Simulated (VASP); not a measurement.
# W: single point with LDA

Crystal: W.

```
W
1.0
    -1.63080    1.52104    1.52104
     1.52104   -1.63080    1.52104
     1.52104    1.52104   -1.63080
W
1
Direct
  0.00000 0.00000 0.00000
```

| Property | Result |
| --- | --- |
| Program | VASP 6.6.1 |
| Task | single point |
| Functional | LDA |
| Potentials or basis | VASP PAW LDA potentials, release 64 (W_sv) |
| Cutoff | 520 eV |
| k mesh | 20 × 20 × 20 |
| Occupations | gaussian, width 0.15 eV |
| Spin | no spin polarisation |

```
Pressure               : 46.0 GPa
Band gap on the k mesh : zero (bands 7 and 8 overlap by 6.45 eV)
```

Stress tensor (GPa, compression positive):
```
46.03 20.60 20.60
20.60 46.03 20.60
20.60 20.60 46.03
```

Levels at points of the mesh, in eV from the Fermi level:
| k point | band 5 | band 6 | band 7 | band 8 | band 9 | band 10 |
| --- | --- | --- | --- | --- | --- | --- |
| (0.00, 0.00, 0.00) | -10.27 | -3.09 | -1.24 | -1.24 | 2.89 | 2.89 |
| (0.50, 0.00, 0.00) | -7.20 | -4.17 | 1.87 | 1.98 | 2.60 | 7.30 |
| (0.50, 0.50, 0.00) | -7.23 | -4.73 | 0.63 | 3.25 | 4.25 | 6.63 |
| (0.50, 0.50, 0.50) | -7.05 | -7.05 | 5.02 | 5.02 | 7.59 | 8.79 |

Wall time 2.9 min on 1 thread of Intel(R) Xeon(R) Platinum 8375C CPU @ 2.90GHz (Ice Lake) (shared host), peak memory 0.23 GiB.

Caveat: the cell stands under pressure; spin-orbit coupling is left out, which moves the levels of the heavy elements.
